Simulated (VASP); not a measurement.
Crystal: Cs2Au.

```
Cs Au
1.0
     0.00000    4.03001    4.03001
     4.03001    0.00000    4.03001
     4.03001    4.03001    0.00000
Cs Au
2 1
Direct
  0.00000 0.00000 0.00000
  0.25000 0.25000 0.25000
  0.75000 0.75000 0.75000
```

```yaml
Program: VASP 6.6.1
Task: relaxation of cell and atoms
Functional: PBE
Potentials_or_basis: VASP PAW PBE potentials, release 64 (Cs_sv, Au)
Cutoff: 600 eV
k_mesh: 4 × 4 × 4
Occupations: gaussian, width 0.1 eV
Spin: no spin polarisation
```

At the start: pressure 2.5 GPa; volume 43.63 Å³/atom.

Where does the relaxation end?

Over 4 steps the energy falls by 65.9 meV/atom and the volume is 53.82 Å³/atom (+23.3 %); space group F-43m (No. 216, to 0.05 Å).

Step by step:
| step | energy change (eV) | largest force (eV/Å) | pressure (GPa) | volume (Å³) |
| --- | --- | --- | --- | --- |
| 1 | 0.0000 | 0.0000 | 2.53 | 130.90 |
| 2 | -0.1451 | 0.0000 | 1.05 | 144.39 |
| 3 | -0.1928 | 0.0000 | 0.27 | 156.58 |
| 4 | -0.1978 | 0.0000 | 0.07 | 161.45 |

Final structure:
```
Cs Au
1.0
     0.00000    4.32181    4.32181
     4.32181    0.00000    4.32181
     4.32181    4.32181    0.00000
Cs Au
2 1
Direct
  0.00000 0.00000 0.00000
  0.25000 0.25000 0.25000
  0.75000 0.75000 0.75000
```

Caveat: the volume moved by over 15 % at a fixed basis, so the end points are rough.
